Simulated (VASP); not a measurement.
# CrO2 (Cmmm) in VASP: single point with PBE

Aim: the single point of CrO2 with PBE.

Program: VASP 6.6.1. These are calculated values, not measurements. Logs are shortened: lines on timing, memory, paths and dates and some standing lists are left out, and cuts for length are marked.

**1. The cell of the first run**

It takes space group Cmmm (No. 65, orthorhombic). Conventional cell: a = 6.127 Å, b = 6.377 Å, c = 2.917 Å, α = 90.00°, β = 90.00°, γ = 90.00°. Cr (site symmetry mmm) has 6 O at 1.84 to 1.93 Å within 2.4 Å. Within 2.5 Å of Cr (site symmetry mmm) lie 6 O at 1.90 to 1.92 Å. Within 2.5 Å of O (site symmetry 2mm) lie 3 Cr at 1.84 to 1.90 Å and 1 O at 2.44 Å. O (site symmetry m2m) has 3 Cr at 1.92 to 1.93 Å and 9 O at 2.54 to 2.70 Å within 2.8 Å.

**2. Single point, PBE, collinear spin, ferromagnetic start**

The input, INCAR:

```
SYSTEM = CrO2
ALGO = Normal
EDIFF = 1E-7
ENCUT = 520
GGA = PE
ISIF = 2
ISMEAR = -1
ISPIN = 2
LASPH = .True.
LCHARG = .False.
LMAXMIX = 4
LORBIT = 11
LREAL = .False.
LWAVE = .False.
MAGMOM = 3 3 0 0 0 0
NBANDS = 37
NELM = 150
PREC = Accurate
SIGMA = 0.05
```

The input, KPOINTS:

```
k-points
0
Gamma
  5 5 8
  0 0 0
```

The input, POSCAR:

```
CrO2
1.0
    4.4210000000      0.0884200000      0.0000000000
    0.0884200000      4.4210000000      0.0000000000
    0.0000000000      0.0000000000      2.9170000000
Cr O
2 4
Direct
    0.5000000000      0.5000000000      0.5000000000
    0.0000000000      0.0000000000      0.0000000000
    0.8010000000      0.1990000000      0.5000000000
    0.6990000000      0.6990000000      0.0000000000
    0.1990000000      0.8010000000      0.5000000000
    0.3010000000      0.3010000000      0.0000000000
```

Potentials or basis: VASP PAW PBE potentials, release 64 (Cr_pv, O).

On the command line:

```bash
cat potpaw_PBE.64/Cr_pv/POTCAR potpaw_PBE.64/O/POTCAR > POTCAR
mpirun -np 1 vasp_std > vasp.out
```

OUTCAR:

```text
SYSTEM = CrO2
   EDIFF = 1E-7
   ENCUT = 520
   GGA = PE
   ISIF = 2
   ISMEAR = -1
   ISPIN = 2
   LASPH = .True.
   LORBIT = 11
   LREAL = .False.
   NELM = 150
   PREC = Accurate

 ion  position               nearest neighbor table
   1  0.500  0.500  0.500-   3 1.84   5 1.84   4 1.93   6 1.93   4 1.93   6 1.93
   2  0.000  0.000  0.000-   3 1.90   5 1.90   3 1.90   5 1.90   4 1.92   6 1.92
   3  0.801  0.199  0.500-   1 1.84   2 1.90   2 1.90
   4  0.699  0.699  0.000-   2 1.92   1 1.93   1 1.93
   5  0.199  0.801  0.500-   1 1.84   2 1.90   2 1.90
   6  0.301  0.301  0.000-   2 1.92   1 1.93   1 1.93

  LATTYP: Found a base centered orthorhombic cell.
 ALAT       =     6.1271933961
 B/A-ratio  =     1.0408163265
 C/A-ratio  =     0.4760744131

  Lattice vectors:

 A1 = (  -0.0884200000,  -4.4210000000,   0.0000000000)
 A2 = (   4.4210000000,   0.0884200000,   0.0000000000)
 A3 = (   0.0000000000,   0.0000000000,   2.9170000000)

Analysis of symmetry for initial positions (statically):
=====================================================================
 Subroutine PRICEL returns:
 Original cell was already a primitive cell.

 Routine SETGRP: Setting up the symmetry group for a
 base centered orthorhombic supercell.

 Subroutine GETGRP returns: Found  8 space group operations
 (whereof  8 operations were pure point group operations)
 out of a pool of  8 trial point group operations.

The static configuration has the point symmetry D_2h.

Analysis of symmetry for dynamics (positions and initial velocities):
=====================================================================
 Subroutine PRICEL returns:
 Original cell was already a primitive cell.

 Routine SETGRP: Setting up the symmetry group for a
 base centered orthorhombic supercell.

 Subroutine GETGRP returns: Found  8 space group operations
 (whereof  8 operations were pure point group operations)
 out of a pool of  8 trial point group operations.

The dynamic configuration has the point symmetry D_2h.

Analysis of structural, dynamic, and magnetic symmetry:
=====================================================================
 Subroutine PRICEL returns:
 Original cell was already a primitive cell.

 Routine SETGRP: Setting up the symmetry group for a
 base centered orthorhombic supercell.

 Subroutine GETGRP returns: Found  8 space group operations
 (whereof  8 operations were pure point group operations)
 out of a pool of  8 trial point group operations.

The overall configuration has the point symmetry D_2h.

 Subroutine INISYM returns: Found  8 space group operations
 (whereof  8 operations are pure point group operations),
 and found     1 'primitive' translations

----------------------------------------------------------------------------------------

                                     Primitive cell

  volume of cell :      56.9907

  direct lattice vectors                    reciprocal lattice vectors
     4.421000000  0.088420000  0.000000000     0.226283682 -0.004525674  0.000000000
     0.088420000  4.421000000  0.000000000    -0.004525674  0.226283682  0.000000000
     0.000000000  0.000000000  2.917000000     0.000000000  0.000000000  0.342817964

  length of vectors
     4.421884112  4.421884112  2.917000000     0.226328935  0.226328935  0.342817964

  position of ions in fractional coordinates (direct lattice)
     0.500000000  0.500000000  0.500000000
     0.000000000  0.000000000  0.000000000
     0.801000000  0.199000000  0.500000000
     0.699000000  0.699000000  0.000000000
     0.199000000  0.801000000  0.500000000
     0.301000000  0.301000000  0.000000000

  ion indices of the primitive-cell ions
   primitive index   ion index
                 1           1
                 2           2
                 3           3
                 4           4
                 5           5
                 6           6

----------------------------------------------------------------------------------------

 KPOINTS: k-points

Automatic generation of k-mesh.
 Grid dimensions read from file:
 generate k-points for:    5    5    8

 Generating k-lattice:

[... 40 lines left out ...]
  0.400000  0.200000  0.250000      8.000000
 -0.400000  0.200000  0.250000      8.000000
 [... further k-points ...]
   k-points           NKPTS =     45   k-points in BZ     NKDIM =     45   number of bands    NBANDS=     37
   number of dos      NEDOS =    301   number of ions     NIONS =      6
   total plane-waves  NPLWV =  31104
   dimension x,y,z NGX =    36 NGY =   36 NGZ =   24
   dimension x,y,z NGXF=    72 NGYF=   72 NGZF=   48
   ions per type =               2   4
   NGX,Y,Z   is equivalent  to a cutoff of  13.53, 13.53, 13.68 a.u.
   NGXF,Y,Z  is equivalent  to a cutoff of  27.07, 27.07, 27.36 a.u.
 SYSTEM =  CrO2
   PREC   = accura    normal or accurate (medium, high low for compatibility)
   ISTART =      0    job   : 0-new  1-cont  2-samecut
   ICHARG =      2    charge: 1-file 2-atom 10-const
   ISPIN  =      2    spin polarized calculation?
   LNONCOLLINEAR =      F non collinear calculations
   LSORBIT =      F    spin-orbit coupling
   LASPH  =      T    aspherical Exc in radial PAW
   ENCUT  =  520.0 eV  38.22 Ry    6.18 a.u.   8.22  8.22  5.42*2*pi/ulx,y,z
   NELM   =    150;   NELMIN=  2; NELMDL= -5     # of ELM steps
   EDIFF  = 0.1E-06   stopping-criterion for ELM
   LREAL  =      F    real-space projection
   EDIFFG = 0.1E-05   stopping-criterion for IOM
   NSW    =      0    number of steps for IOM
   IBRION =     -1    ionic relax: 0-MD 1-quasi-New 2-CG
   NFREE  =      0    steps in history (QN), initial steepest desc. (CG)
   ISIF   =      2    stress and relaxation
   ISYM   =      2    0-nonsym 1-usesym 2-fastsym
   POTIM  = 0.5000    time-step for ionic-motion
   TEBEG  =    0.0;   TEEND  =   0.0 temperature during run
   PSTRESS=    0.0 pullay stress
   NELECT =      48.0000    total number of electrons
   NUPDOWN=      -1.0000    fix difference up-down
   EMIN   =  10.00;   EMAX   =-10.00  energy-range for DOS
   EFERMI =   0.00;   METHOD = LEGACY
   ISMEAR =    -1;   SIGMA  =   0.05  broadening in eV -4-tet -1-fermi 0-gaus
   EFERMI_NEDOS =   21; number of points for ismear=-14 and -15
   IALGO  =     38    algorithm
   IMIX   =      4    mixing-type and parameters
     AMIX     =   0.40;   BMIX     =  1.00
     AMIX_MAG =   1.60;   BMIX_MAG =  1.00
  volume/ion in A,a.u.               =       9.50        64.10
  Fermi-wavevector in a.u.,A,eV,Ry     =   1.546040  2.921592 32.521178  2.390239
  Thomas-Fermi vector in A             =   2.651333
   LORBIT       =     11    0 simple, 1 ext, 2 COOP (PROOUT), +10 PAW based schemes
   GGA     = PE    functional components
   LHFCALC =     F    Hartree Fock is set to
   AEXX    =    0.0000 exact exchange contribution
   IVDW    =     0    specifies the selected vdW correction
   LEPSILON=     F    determine dielectric tensor
   LRPA    =     F    only Hartree local field effects (RPA)
 spin polarized calculation
  energy-cutoff  :      520.00
  volume of cell :       56.99
 maximum number of plane-waves:      1562
 NGX is ok and might be reduce to    36
   NGX = 17   NGY = 17   NGZ = 11

 number of electron      48.0000021 magnetization       4.0001212

 Free energy of the ion-electron system (eV)
  ---------------------------------------------------
  ext. energy  EPLUGINS =         0.00000000
  ---------------------------------------------------
  free energy    TOTEN  =       -50.27407615 eV

  energy without entropy =      -50.26074525  energy(sigma->0) =      -50.26741070

 E-fermi :   5.6880     XC(G=0): -11.9138

 val. band max:        5.6752556184   @ k =  -0.4000   0.4000   0.5000
 cond. band min:       5.7161883391   @ k =   0.2000   0.2000   0.1250
 fundamental gap:      0.0409327207
 Fermi energy:         5.6879763465

 spin component 1

 k-point     1 :       0.0000    0.0000    0.0000
  band No.  band energies     occupation
      1     -39.2926      1.00000
      2     -39.2297      1.00000
      3     -39.1414      1.00000
      4     -39.1232      1.00000
      5     -39.0610      1.00000
      6     -39.0255      1.00000
[... 925 lines left out ...]
     35      16.4396      0.00000
     36      17.4713      0.00000

 [... further k-points ...]

 spin component 2

 k-point     1 :       0.0000    0.0000    0.0000
  band No.  band energies     occupation
      1     -37.3574      1.00000
      2     -37.1582      1.00000
      3     -36.9518      1.00000
      4     -36.8599      1.00000
      5     -36.6750      1.00000
      6     -36.6569      1.00000
[... 925 lines left out ...]
     35      16.6047      0.00000
     36      17.6245      0.00000

 [... further k-points ...]

 [bands above 36 left out]

------------------------ aborting loop because EDIFF is reached ----------------------------------------

  FORCE on cell =-STRESS in cart. coord.  units (eV):
  Direction    XX          YY          ZZ          XY          YZ          ZX
  --------------------------------------------------------------------------------------
  -------------------------------------------------------------------------------------
  Total        1.4087789      1.4087789      1.0466831     -3.3082910      0.0000000      0.0000000
  in kB       39.6049710     39.6049710     29.4253795    -93.0059163      0.0000000      0.0000000
  external PRESSURE =      36.2117739 kB  Pullay stress =       0.0000000 kB

 VOLUME and BASIS-vectors are now :
 -----------------------------------------------------------------------------
  energy-cutoff  :      520.00
  volume of cell :       56.99
      direct lattice vectors                 reciprocal lattice vectors
     4.421000000  0.088420000  0.000000000     0.226283682 -0.004525674  0.000000000
     0.088420000  4.421000000  0.000000000    -0.004525674  0.226283682  0.000000000
     0.000000000  0.000000000  2.917000000     0.000000000  0.000000000  0.342817964

 POSITION                                       TOTAL-FORCE (eV/Angst)
 -----------------------------------------------------------------------------------
      2.25471      2.25471      1.45850        -0.000000      0.000000      0.000000
      0.00000      0.00000      0.00000        -0.000000      0.000000      0.000000
      3.55882      0.95060      1.45850         0.255056     -0.255056      0.000000
      3.15208      3.15208      0.00000        -0.152332     -0.152332      0.000000
      0.95060      3.55882      1.45850        -0.255056      0.255056      0.000000
      1.35734      1.35734      0.00000         0.152332      0.152332      0.000000
 -----------------------------------------------------------------------------------
    total drift:                                0.000000      0.000000      0.000000

  FREE ENERGIE OF THE ION-ELECTRON SYSTEM (eV)
  ---------------------------------------------------
  free  energy   TOTEN  =       -50.2740761465 eV

  energy  without entropy=      -50.2607452512  energy(sigma->0) =      -50.26741070

 total charge

# of ion       s       p       d       tot
------------------------------------------
    1        0.371   6.474   4.035  10.880
    2        0.362   6.458   4.029  10.848
    3        1.574   3.481   0.000   5.055
    4        1.570   3.447   0.000   5.018
    5        1.574   3.481   0.000   5.055
    6        1.570   3.447   0.000   5.018
--------------------------------------------------
tot          7.022  26.789   8.063  41.874

 magnetization (x)

# of ion       s       p       d       tot
------------------------------------------
    1        0.024   0.031   1.994   2.048
    2        0.025   0.033   2.085   2.143
    3       -0.003  -0.068   0.000  -0.071
    4       -0.002  -0.073   0.000  -0.076
    5       -0.003  -0.068   0.000  -0.071
    6       -0.002  -0.073   0.000  -0.076
--------------------------------------------------
tot          0.038  -0.218   4.079   3.899
```

Wall time 4.7 min (1 thread of AMD EPYC 7R43 (Zen 3), shared host); peak memory 0.24 GiB.

What came out:

- Free energy: -50.2741 eV
- Pressure: 3.6 GPa
- Largest force: 0.361 eV/Å
- Band gap on the k mesh: zero (filled and empty bands overlap)
- Net moment: 4.00 μB per cell
- Site moments: Cr +2.05, +2.14; O -0.07, -0.08 (each value once) μB
- Valence electrons inside the program's atomic spheres: Cr 10.88, 10.85; O 5.05, 5.02 (each value once)

Forces on the atoms (eV/Å):
```
Cr   0.000  0.000  0.000
Cr   0.000  0.000  0.000
O    0.255 -0.255  0.000
O   -0.152 -0.152  0.000
O   -0.255  0.255  0.000
O    0.152  0.152  0.000
```

Levels at points of the mesh, in eV from the Fermi level:
Spin up:
| k point | band 24 | band 25 | band 26 | band 27 | band 28 | band 29 |
| --- | --- | --- | --- | --- | --- | --- |
| (0.00, 0.00, 0.00) | -1.17 | -1.14 | -1.14 | -0.64 | 1.14 | 1.21 |
| (0.00, 0.00, 0.50) | -0.64 | -0.05 | 0.11 | 0.71 | 0.74 | 2.33 |
Spin down:
```
           k point  band 19  band 20  band 21  band 22  band 23  band 24  band 25  band 26
(0.00, 0.00, 0.00)    -1.69    -1.44    -1.31    -0.92     0.88     0.92     1.15     1.20
(0.00, 0.00, 0.50)    -3.77    -3.52    -2.79    -2.32     1.65     1.67     2.06     2.17
```

Caveat: the cell stands under pressure; semilocal functionals often make such compounds metallic where correlation or magnetic order opens a gap, which also shifts bond lengths; only a ferromagnetic start was run, and an antiferromagnetic order may lie lower in energy.
